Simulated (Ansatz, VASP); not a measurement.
## EuH4: VASP beside Ansatz

```xyz
5
Lattice="4.3808 0.0000 0.0000 -2.1904 3.7939 0.0000 0.0000 0.0000 4.4193" Properties=species:S:1:pos:R:3 pbc="T T T"
Eu    0.0000    0.0000    0.0000
H     2.1904    0.0000    0.0000
H    -1.0952    1.8970    0.0000
H     1.0952    1.8970    0.0000
H     0.0000    0.0000    2.2096
```

Alike in both runs: functional PBE; k mesh 6 × 6 × 4; occupations gaussian, width 0.1 eV; collinear spin.

Ansatz relaxed the structure, and its values are those at the end. VASP's run is a single point on that final structure, the one shown.

```csv
,VASP,Ansatz
version,VASP 6.6.1,Ansatz 0.2.0
potentials or method,"VASP PAW PBE potentials, release 64 (Eu, H), cutoff 520 eV","scalar-relativistic, plane waves, PAW"
valence electrons in the cell,21,21
```

|  | VASP | Ansatz | Ansatz less VASP |
| --- | --- | --- | --- |
| gap on the k mesh at the Fermi level (eV) | none | none | - |
| pressure (GPa) | 0.0 | 0.1 | +0.10 |
| net moment per atom (μB) | 1.30 | 1.30 | -0.001 |
| size of the moment on the site where the two differ most (μB) | 6.22 | 6.10 | -0.122 |

Site moments also hang on the region over which each program counts them. A gap of «none» marks a metal or a gap that the smearing closes. With one functional, cell and mesh, what is left measures potentials, basis and numerics.

Spin-orbit coupling is off throughout.
